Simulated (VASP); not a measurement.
The system is CuO.

```
Cu O
1.0
     3.26596    0.00000    0.00000
    -1.63298    2.82840    0.00000
     0.00000    0.00000    5.34888
Cu O
2 2
Direct
  0.66667 0.33333 0.00000
  0.33333 0.66667 0.50000
  0.66667 0.33333 0.62520
  0.33333 0.66667 0.12520
```

Base run:

```yaml
Program: VASP 6.6.1
Functional: PBEsol
Potentials_or_basis: VASP PAW PBE potentials, release 64 (Cu, O)
Cutoff: 520 eV
k_mesh: 9 × 9 × 5
Occupations: fermi-dirac, width 0.05 eV
Spin: no spin polarisation
```

Its results: band gap on the k mesh zero (band 17 reaches 3.89 eV, above the bottom of band 18 at 2.52 eV); pressure -13.0 GPa; largest force 0.078 eV/Å.

Question: The run is repeated on the same cell with these changes: functional from PBEsol to PBE; further incar settings from ALGO = Normal; EDIFF = 1e-07; NBANDS = 25 to ALGO = Normal; EDIFF = 1e-06; NBANDS = 25. What comes out?

Answer: Band gap on the k mesh zero (band 17 reaches 4.05 eV, above the bottom of band 18 at 2.68 eV); pressure -6.7 GPa; largest force 0.081 eV/Å.

Caveats: semilocal functionals often make such compounds metallic where correlation or magnetic order opens a gap, which also shifts bond lengths; the PAW data sets were made with another functional, which shifts forces and pressure a little (some runs).
